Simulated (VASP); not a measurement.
# BaO (gw) (I4/mmm) in VASP: single point with PBEsol

Aim: the single point of BaO (gw) with PBEsol.

Everything below comes from runs of VASP 6.6.1. Logs are shortened: lines on timing, memory, paths and dates and some standing lists are left out, and cuts for length are marked.

### 1 The cell of the first run

Symmetry: I4/mmm, No. 139, tetragonal system. The conventional cell has a = 3.843 Å, b = 3.843 Å, c = 5.531 Å, α = 90.00°, β = 90.00°, γ = 90.00°. Within 3.6 Å of Ba (site symmetry 4/mmm) lie 6 O at 2.72 to 2.77 Å. O (site symmetry 4/mmm) has 6 Ba at 2.72 to 2.77 Å within 3.6 Å.

### 2 Single point, PBEsol

INCAR

```
SYSTEM = BaO
  ALGO = Normal
  EDIFF = 1E-6
  ENCUT = 600
  GGA = PS
  GGA_COMPAT = .False.
  ISIF = 2
  ISMEAR = 0
  LASPH = .True.
  LCHARG = .True.
  LELF = .True.
  LREAL = .False.
  LVHAR = .True.
  LWAVE = .False.
  NBANDS = 15
  NELM = 120
  PREC = Accurate
  SIGMA = 0.01
```

KPOINTS

```
k-points
0
Gamma
  4 4 4
  0 0 0
```

POSCAR

```
BaO
1.0
    0.0000000000      2.7176118866      2.7657308867
    2.7176118866      0.0000000000      2.7657308867
    2.7176118866      2.7176118866      0.0000000000
Ba O
1 1
Direct
    0.0000000000      0.0000000000      0.0000000000
    0.5000000000      0.5000000000      0.5000000000
```

Potentials or basis: VASP PAW PBE potentials, release 64 (Ba_sv, O).

Started as:

```sh
$ cat potpaw_PBE.64/Ba_sv/POTCAR potpaw_PBE.64/O/POTCAR > POTCAR
$ mpirun -np 1 vasp_std > vasp.out
```

OUTCAR:

```text
SYSTEM = BaO
   EDIFF = 1E-6
   ENCUT = 600
   GGA = PS
   ISIF = 2
   ISMEAR = 0
   LASPH = .True.
   LREAL = .False.
   NELM = 120
   PREC = Accurate

 ion  position               nearest neighbor table
   1  0.000  0.000  0.000-   2 2.72   2 2.72   2 2.72   2 2.72   2 2.77   2 2.77
   2  0.500  0.500  0.500-   1 2.72   1 2.72   1 2.72   1 2.72   1 2.77   1 2.77

  LATTYP: Found a body centered tetragonal cell.
 ALAT       =     3.8432835873
 C/A-ratio  =     1.4392541294

  Lattice vectors:

 A1 = (  -2.7176118866,   0.0000000000,   2.7657308867)
 A2 = (   2.7176118866,   0.0000000000,   2.7657308867)
 A3 = (   0.0000000000,   2.7176118866,  -2.7657308867)

Analysis of symmetry for initial positions (statically):
=====================================================================
 Subroutine PRICEL returns:
 Original cell was already a primitive cell.

 Routine SETGRP: Setting up the symmetry group for a
 body centered tetragonal supercell.

 Subroutine GETGRP returns: Found 16 space group operations
 (whereof 16 operations were pure point group operations)
 out of a pool of 16 trial point group operations.

The static configuration has the point symmetry D_4h.

Analysis of symmetry for dynamics (positions and initial velocities):
=====================================================================
 Subroutine PRICEL returns:
 Original cell was already a primitive cell.

 Routine SETGRP: Setting up the symmetry group for a
 body centered tetragonal supercell.

 Subroutine GETGRP returns: Found 16 space group operations
 (whereof 16 operations were pure point group operations)
 out of a pool of 16 trial point group operations.

The dynamic configuration has the point symmetry D_4h.

 Subroutine INISYM returns: Found 16 space group operations
 (whereof 16 operations are pure point group operations),
 and found     1 'primitive' translations

----------------------------------------------------------------------------------------

                                     Primitive cell

  volume of cell :      40.8521

  direct lattice vectors                    reciprocal lattice vectors
     0.000000000  2.717611887  2.765730887    -0.183985065  0.183985065  0.180784039
     2.717611887  0.000000000  2.765730887     0.183985065 -0.183985065  0.180784039
     2.717611887  2.717611887  0.000000000     0.183985065  0.183985065 -0.180784039

  length of vectors
     3.877458150  3.877458150  3.843283587     0.316834148  0.316834148  0.316834148

  position of ions in fractional coordinates (direct lattice)
     0.000000000  0.000000000  0.000000000
     0.500000000  0.500000000  0.500000000

  ion indices of the primitive-cell ions
   primitive index   ion index
                 1           1
                 2           2

----------------------------------------------------------------------------------------

 KPOINTS: k-points

Automatic generation of k-mesh.
 Grid dimensions read from file:
 generate k-points for:    4    4    4

 Generating k-lattice:

  Cartesian coordinates                     Fractional coordinates (reciprocal lattice)
    -0.045996266  0.045996266  0.045196010     0.250000000  0.000000000  0.000000000
     0.045996266 -0.045996266  0.045196010     0.000000000  0.250000000  0.000000000
     0.045996266  0.045996266 -0.045196010     0.000000000  0.000000000  0.250000000

  Length of vectors
     0.079208537  0.079208537  0.079208537

  Shift w.r.t. Gamma in fractional coordinates (k-lattice)
     0.000000000  0.000000000  0.000000000

 Subroutine IBZKPT returns following result:
 ===========================================

 Found     13 irreducible k-points:

 Following reciprocal coordinates:
            Coordinates               Weight
  0.000000  0.000000  0.000000      1.000000
  0.250000  0.000000  0.000000      8.000000
  0.500000  0.000000  0.000000      4.000000
  0.250000  0.250000  0.000000      2.000000
  0.500000  0.250000  0.000000      8.000000
 -0.250000  0.250000  0.000000      4.000000
  0.500000  0.500000  0.000000      1.000000
  0.250000  0.000000  0.250000      4.000000
  0.500000  0.000000  0.250000     16.000000
 -0.250000  0.000000  0.250000      8.000000
 -0.250000  0.500000  0.250000      4.000000
  0.500000  0.000000  0.500000      2.000000
 -0.250000  0.250000  0.500000      2.000000
   k-points           NKPTS =     13   k-points in BZ     NKDIM =     13   number of bands    NBANDS=     15
   number of dos      NEDOS =    301   number of ions     NIONS =      2
   total plane-waves  NPLWV =  32768
   dimension x,y,z NGX =    32 NGY =   32 NGZ =   32
   dimension x,y,z NGXF=    64 NGYF=   64 NGZF=   64
   ions per type =               1   1
   NGX,Y,Z   is equivalent  to a cutoff of  13.72, 13.72, 13.84 a.u.
   NGXF,Y,Z  is equivalent  to a cutoff of  27.44, 27.44, 27.68 a.u.
 SYSTEM =  BaO
   PREC   = accura    normal or accurate (medium, high low for compatibility)
   ISTART =      0    job   : 0-new  1-cont  2-samecut
   ICHARG =      2    charge: 1-file 2-atom 10-const
   ISPIN  =      1    spin polarized calculation?
   LNONCOLLINEAR =      F non collinear calculations
   LSORBIT =      F    spin-orbit coupling
   LASPH  =      T    aspherical Exc in radial PAW
   ENCUT  =  600.0 eV  44.10 Ry    6.64 a.u.   7.74  7.74  7.68*2*pi/ulx,y,z
   NELM   =    120;   NELMIN=  2; NELMDL= -5     # of ELM steps
   EDIFF  = 0.1E-05   stopping-criterion for ELM
   LREAL  =      F    real-space projection
   EDIFFG = 0.1E-04   stopping-criterion for IOM
   NSW    =      0    number of steps for IOM
   IBRION =     -1    ionic relax: 0-MD 1-quasi-New 2-CG
   NFREE  =      0    steps in history (QN), initial steepest desc. (CG)
   ISIF   =      2    stress and relaxation
   ISYM   =      2    0-nonsym 1-usesym 2-fastsym
   POTIM  = 0.5000    time-step for ionic-motion
   TEBEG  =    0.0;   TEEND  =   0.0 temperature during run
   PSTRESS=    0.0 pullay stress
   NELECT =      16.0000    total number of electrons
   NUPDOWN=      -1.0000    fix difference up-down
   EMIN   =  10.00;   EMAX   =-10.00  energy-range for DOS
   EFERMI =   0.00;   METHOD = LEGACY
   ISMEAR =     0;   SIGMA  =   0.01  broadening in eV -4-tet -1-fermi 0-gaus
   EFERMI_NEDOS =   21; number of points for ismear=-14 and -15
   IALGO  =     38    algorithm
   IMIX   =      4    mixing-type and parameters
     AMIX     =   0.40;   BMIX     =  1.00
     AMIX_MAG =   1.60;   BMIX_MAG =  1.00
  volume/ion in A,a.u.               =      20.43       137.84
  Fermi-wavevector in a.u.,A,eV,Ry     =   1.197779  2.263473 19.519920  1.434674
  Thomas-Fermi vector in A             =   2.333685
   LORBIT       =      0    0 simple, 1 ext, 2 COOP (PROOUT), +10 PAW based schemes
   GGA     = PS    functional components
   LHFCALC =     F    Hartree Fock is set to
   AEXX    =    0.0000 exact exchange contribution
   IVDW    =     0    specifies the selected vdW correction
   LEPSILON=     F    determine dielectric tensor
   LRPA    =     F    only Hartree local field effects (RPA)
 non-spin polarized calculation
 Gauss-broadening in eV      SIGMA  =   0.01
  energy-cutoff  :      600.00
  volume of cell :       40.85
 maximum number of plane-waves:      1379
 NGX is ok and might be reduce to    32
   NGX = 15   NGY = 15   NGZ = 15

 number of electron      15.9999998 magnetization

 Free energy of the ion-electron system (eV)
  ---------------------------------------------------
  ext. energy  EPLUGINS =         0.00000000
  ---------------------------------------------------
  free energy    TOTEN  =       -12.37953320 eV

  energy without entropy =      -12.37953320  energy(sigma->0) =      -12.37953320

 E-fermi :   2.1123     XC(G=0): -10.0362

 val. band max:        2.0417465685   @ k =   0.5000   0.0000   0.5000
 cond. band min:       3.6952758697   @ k =   0.5000   0.0000   0.5000
 fundamental gap:      1.6535293012
 Fermi energy:         2.1123132639

 k-point     1 :       0.0000    0.0000    0.0000
  band No.  band energies     occupation
      1     -23.8701      2.00000
      2     -13.0518      2.00000
      3      -8.2782      2.00000
      4      -8.2760      2.00000
      5      -8.2760      2.00000
      6       1.4750      2.00000
      7       1.5706      2.00000
      8       1.5706      2.00000
      9       5.5098      0.00000
     10       6.5010      0.00000
     11       6.6357      0.00000
     12       6.6357      0.00000
     13       8.8603      0.00000
     14       9.1114      0.00000
     15      11.7640      0.00000

 k-point     2 :       0.2500    0.0000    0.0000
  band No.  band energies     occupation
      1     -23.7191      2.00000
      2     -13.4791      2.00000
      3      -8.4122      2.00000
      4      -8.3450      2.00000
      5      -8.3289      2.00000
      6       0.5081      2.00000
      7       0.8414      2.00000
      8       0.8672      2.00000
      9       6.3594      0.00000
     10       7.7021      0.00000
     11       7.7557      0.00000
     12       7.8230      0.00000
     13      10.3528      0.00000
     14      10.6113      0.00000
     15      14.9954      0.00000

 k-point     3 :       0.5000    0.0000    0.0000
  band No.  band energies     occupation
      1     -23.5587      2.00000
      2     -13.9085      2.00000
      3      -8.5298      2.00000
      4      -8.4081      2.00000
      5      -8.3786      2.00000
      6      -0.2255      2.00000
      7       0.3007      2.00000
      8       0.3035      2.00000
      9       6.8844      0.00000
     10       9.2231      0.00000
     11       9.2702      0.00000
     12      10.2019      0.00000
     13      12.7280      0.00000
     14      12.9017      0.00000
     15      15.4832      0.00000
[... 145 lines left out ...]
 k-point    12 :       0.5000    0.0000    0.5000
  band No.  band energies     occupation
      1     -23.4707      2.00000
      2     -13.2797      2.00000
      3      -9.9706      2.00000
      4      -8.9917      2.00000
      5      -8.9346      2.00000
      6       1.7024      2.00000
      7       1.8322      2.00000
      8       2.0417      2.00000
      9       3.6953      0.00000
     10       8.0688      0.00000
     11      11.0570      0.00000
     12      11.4488      0.00000
     13      11.8770      0.00000
     14      12.1458      0.00000
     15      15.6716      0.00000

 k-point    13 :      -0.2500    0.2500    0.5000
  band No.  band energies     occupation
      1     -23.4649      2.00000
      2     -13.4785      2.00000
      3      -9.5169      2.00000
      4      -9.5169      2.00000
      5      -8.4006      2.00000
      6       0.4967      2.00000
      7       1.8216      2.00000
      8       1.8216      2.00000
      9       6.4056      0.00000
     10       6.4056      0.00000
     11       9.0562      0.00000
     12      11.8102      0.00000
     13      12.1678      0.00000
     14      14.1901      0.00000
     15      15.5608      0.00000

------------------------ aborting loop because EDIFF is reached ----------------------------------------

  FORCE on cell =-STRESS in cart. coord.  units (eV):
  Direction    XX          YY          ZZ          XY          YZ          ZX
  --------------------------------------------------------------------------------------
  -------------------------------------------------------------------------------------
  Total        0.9522084      0.9522084      0.4292406      0.0000000      0.0000000      0.0000000
  in kB       37.3446012     37.3446012     16.8343595      0.0000000      0.0000000      0.0000000
  external PRESSURE =      30.5078540 kB  Pullay stress =       0.0000000 kB

 VOLUME and BASIS-vectors are now :
 -----------------------------------------------------------------------------
  energy-cutoff  :      600.00
  volume of cell :       40.85
      direct lattice vectors                 reciprocal lattice vectors
     0.000000000  2.717611887  2.765730887    -0.183985065  0.183985065  0.180784039
     2.717611887  0.000000000  2.765730887     0.183985065 -0.183985065  0.180784039
     2.717611887  2.717611887  0.000000000     0.183985065  0.183985065 -0.180784039

 POSITION                                       TOTAL-FORCE (eV/Angst)
 -----------------------------------------------------------------------------------
      0.00000      0.00000      0.00000         0.000000     -0.000000      0.000000
      2.71761      2.71761      2.76573        -0.000000      0.000000      0.000000
 -----------------------------------------------------------------------------------
    total drift:                                0.000000     -0.000000      0.000000

  FREE ENERGIE OF THE ION-ELECTRON SYSTEM (eV)
  ---------------------------------------------------
  free  energy   TOTEN  =       -12.3795332017 eV

  energy  without entropy=      -12.3795332017  energy(sigma->0) =      -12.37953320
```

Run time: 7.9 s. Hardware: 1 thread of AMD EPYC 9R45 (Zen 5), shared host; peak memory 0.15 GiB.

Results:

```
Free energy            : -12.3795 eV
Pressure               : 3.1 GPa
Band gap on the k mesh : 1.65 eV, direct
```

Stress tensor (GPa, compression positive):
```
3.73 0.00 0.00
0.00 3.73 0.00
0.00 0.00 1.68
```

Levels at points of the mesh, in eV from the valence-band top:
```csv
k point,band 5,band 6,band 7,band 8,band 9,band 10,band 11,band 12
"(0.00, 0.00, 0.00)",-10.32,-0.57,-0.47,-0.47,3.47,4.46,4.59,4.59
"(0.50, 0.00, 0.00)",-10.42,-2.27,-1.74,-1.74,4.84,7.18,7.23,8.16
"(0.50, 0.50, 0.00)",-10.96,-0.25,-0.25,-0.12,1.71,6.02,9.04,9.39
"(0.50, 0.00, 0.50)",-10.98,-0.34,-0.21,0.00,1.65,6.03,9.02,9.41
```

Caveat: the k points lie up to 0.50 Å⁻¹ apart; the PAW data sets were made with another functional, which shifts forces and pressure a little; spin-orbit coupling is left out, which moves the levels of the heavy elements.
